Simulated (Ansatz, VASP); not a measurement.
# In: VASP beside Ansatz

```
In
1.0
    -1.64822    1.69734    2.52498
     1.69734   -1.64822    2.52498
     1.60436    1.60436   -2.49270
In
1
Direct
  0.00000 0.00000 0.00000
```

Alike in both runs: task single point; functional PBE; k mesh 11 × 11 × 14; occupations methfessel-paxton of order 1, width 0.01 eV; no spin polarisation.

|  | VASP | Ansatz |
| --- | --- | --- |
| version | VASP 6.6.1 | Ansatz 0.2.0 |
| potentials or method | VASP PAW PBE potentials, release 64 (In_d), cutoff 520 eV | plane waves (420 eV) with PAW, scalar-relativistic |
| valence electrons in the cell | 13 | 13 |

```tsv
	VASP	Ansatz	Ansatz less VASP
pressure (GPa)	-0.1	0.0	+0.04
traceless stress, the component that is largest in VASP (GPa)	-0.29	-0.29	0.000
```

With one functional, cell and mesh, what is left measures potentials, basis and numerics.
